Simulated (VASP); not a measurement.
Li: electric field gradients with PBEsol

Crystal: Li.

```
Li
1.0
     3.14211    0.00000    0.00000
    -1.57106    2.72115    0.00000
     0.00000    0.00000    5.09300
Li
2
Direct
  0.33333 0.66667 0.25000
  0.66667 0.33333 0.75000
```

This cell differs from its parent crystal: equal xx and yy strain of +1 %.

```json
{"Program": "VASP 6.6.1", "Task": "electric field gradients", "Functional": "PBEsol", "Potentials or basis": "VASP PAW PBE potentials, release 64 (Li_sv)", "Cutoff": "520 eV", "k mesh": "15 × 15 × 8", "Occupations": "fermi-dirac, width 0.03 eV", "Spin": "no spin polarisation", "Dipole correction": "no", "Further INCAR settings": "ALGO = Normal; EDIFF = 1e-08; NBANDS = 10"}
```

```
Band gap on the k mesh                  : zero (bands 3 and 4 overlap by 4.43 eV)
Largest electric field gradient by atom : zero within the noise of the run
```

Levels at points of the mesh, in eV from the Fermi level:
```tsv
k point	band 1	band 2	band 3	band 4	band 5	band 6	band 7	band 8
(0.00, 0.00, 0.00)	-46.03	-46.02	-3.46	0.05	2.77	11.79	11.79	13.14
(0.00, 0.00, 0.50)	-46.03	-46.03	-2.36	-2.36	7.71	7.71	12.67	12.67
```

Run time: 52 s on 1 thread of Intel Xeon 8259CL (shared host), peak memory 0.18 GiB.

Caveat: the cell differs from its parent crystal (equal xx and yy strain of +1 %).
